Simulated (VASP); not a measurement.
Input of a VASP 6.6.1 run:

The input INCAR:

```
ALGO = Normal ; EDIFF = 1E-6
ENCUT = 520 ; GGA = PS
ISIF = 2 ; ISMEAR = -1
LASPH = True ; LCHARG = False
LREAL = False ; LWAVE = False
NBANDS = 24 ; NELM = 80
PREC = Accurate ; SIGMA = 0.1
```

The input KPOINTS:

```
k-points
0
Gamma
  10 10 14
```

File POSCAR:

```
Cu
1.0
    3.9386741945      0.0000000000      0.0000000000
   -1.9693370972      3.4109919096      0.0000000000
    0.0000000000      0.0000000000      2.3657342097
Cu
3
Direct
    0.0000000000      1.0000000000      0.0000000000
    0.3333333333      0.6666666667      0.5000000000
    0.6666666667      0.3333333333      0.5000000000
```

Potentials or basis: VASP PAW PBE potentials, release 64 (Cu).

Command:

```sh
$ cat potpaw_PBE.64/Cu/POTCAR > POTCAR
$ mpirun -np 1 vasp_std > vasp.out
```

Estimate the band gap on the k mesh.

zero (an odd number of electrons rules out a gap without spin polarisation).

Estimate the pressure.

17.3 GPa.

Stress tensor (GPa, compression positive):
```
17.59  0.00  0.00
 0.00 17.59  0.00
 0.00  0.00 16.74
```

Caveat: the cell stands under pressure; the PAW data sets were made with another functional, which shifts forces and pressure a little.
